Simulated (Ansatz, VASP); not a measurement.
**One calculation of NaF, two programs**

```
CELL_PARAMETERS angstrom
-0.97572 1.95145 1.95145
1.95145 -0.97572 1.95145
1.95145 1.95145 -0.97572
ATOMIC_POSITIONS crystal
Na 0.00000 0.00000 0.00000
F 0.50000 0.50000 0.50000
```

Alike in both runs: task single point; functional PBE; k mesh 10 × 10 × 10; occupations gaussian, width 0.05 eV; no spin polarisation.

|  | VASP | Ansatz |
| --- | --- | --- |
| version | VASP 6.6.1 | Ansatz 0.2.0 |
| potentials or method | VASP PAW PBE potentials, release 64 (Na_pv, F), cutoff 520 eV | scalar-relativistic, plane waves, PAW |
| valence electrons in the cell | 14 | 16 |

```tsv
	VASP	Ansatz	Ansatz less VASP
gap on the k mesh at the Fermi level (eV)	5.28	5.30	+0.015
least direct gap on the mesh (eV)	5.57	5.58	+0.015
pressure (GPa)	-2.9	-2.7	+0.19
```

VASP's potentials hold 14 valence electrons a cell and Ansatz's 16, so a difference there can come from the potentials and not from the codes.
